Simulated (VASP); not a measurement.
Wanted: the native input for a VASP 6.6.1 run.

```
Task                   : relaxation of the atoms
Functional             : PBE
Dispersion             : D3(BJ)
Potentials or basis    : VASP PAW PBE potentials, release 64 (C, O, H)
Cutoff                 : 520 eV
k mesh                 : 1 × 1 × 1
Occupations            : fermi-dirac, width 0.02 eV
Spin                   : no spin polarisation
Dipole correction      : no
Further INCAR settings : LREAL = Auto; ALGO = Normal; EDIFF = 1e-06; IBRION = 2; EDIFFG = -0.3; NSW = 35
```

The structure of H6C2O lies in POSCAR:

```
H6C2O
1.0
    7.9602190000      0.0000000000      0.0000000000
    0.0000000000      7.9602190000      0.0000000000
    0.0000000000      0.0000000000      7.9602190000
C O H
8 4 24
Direct
    0.8913746000      0.0138405000      0.4148277000
    0.9008107000      0.0099845000      0.6044903000
    0.5065627000      0.5935542000      0.1665456000
    0.6683600000      0.4949185000      0.1795254000
    0.2947807000      0.1522660000     -0.0208120000
    0.1404583000      0.1808328000      0.0861662000
    0.3106367000      0.5795736000      0.5492274000
    0.1730214000      0.5731715000      0.6799824000
    0.7552317000      0.0943661000      0.6662620000
    0.6238526000      0.3251548000      0.2159758000
    0.0040585000      0.0971885000      0.0053703000
    0.1297809000      0.4007001000      0.7026352000
    0.7602505000      0.0924905000      0.7881665000
    0.9049058000     -0.1205925000      0.6492528000
    1.0161414000      0.0724938000      0.6476442000
    1.0001262000     -0.0492710000      0.3595561000
    0.7772850000     -0.0492268000      0.3722055000
    0.8883886000      0.1436305000      0.3705988000
    0.7271628000      0.2607886000      0.2245453000
    0.7387100000      0.5031485000      0.0609760000
    0.7482418000      0.5474946000      0.2791522000
    0.5323224000      0.7255391000      0.1385932000
    0.4278921000      0.5417910000      0.0668358000
    0.4374126000      0.5860844000      0.2847532000
   -0.0957377000      0.1148955000      0.0733160000
    0.1607621000      0.1307610000      0.2132543000
    0.1152875000      0.3160854000      0.0981665000
    0.4043641000      0.2136600000      0.0347504000
    0.3201566000      0.0179218000     -0.0316865000
    0.2747361000      0.2030264000     -0.1466378000
    0.0413406000      0.3953860000      0.7865369000
    0.2172407000      0.6289384000      0.7983274000
    0.0637891000      0.6463099000      0.6376752000
    0.3495556000      0.7092430000      0.5260742000
    0.4193793000      0.5077440000      0.5919606000
    0.2661097000      0.5250950000      0.4314990000
```

The input as run:

INCAR

```
SYSTEM = H6C2O
ALGO = Normal
EDIFF = 1E-6
EDIFFG = -0.3
ENCUT = 520
GGA = PE
IBRION = 2
ISIF = 2
ISMEAR = -1
IVDW = 12
LASPH = .True.
LCHARG = .False.
LREAL = Auto
LWAVE = .False.
NELM = 60
NSW = 35
PREC = Accurate
SIGMA = 0.02
```

KPOINTS

```
k-points
0
Gamma
  1 1 1
  0 0 0
```

Potentials or basis: VASP PAW PBE potentials, release 64 (C, O, H).

The run is started by

```console
$ cat potpaw_PBE.64/C/POTCAR potpaw_PBE.64/O/POTCAR potpaw_PBE.64/H/POTCAR > POTCAR
$ mpirun -np 1 vasp_gam > vasp.out
```

It gave:

The energy gained by relaxing is 1.6 meV/atom. The ionic steps are 6, the pressure after relaxing is -0.2 GPa and the largest force after relaxing is 0.293 eV/Å. The band gap on the k mesh is 4.40 eV and the dispersion energy per atom is -0.029 eV.

Caveat: the k points lie up to 0.79 Å⁻¹ apart; the relaxation stopped at a loose force limit of 0.3 eV/Å, so its end isn't a converged minimum.

It took 8.9 min on 1 thread of Intel Xeon 8259CL, with other jobs on the host, peak memory 0.53 GiB.
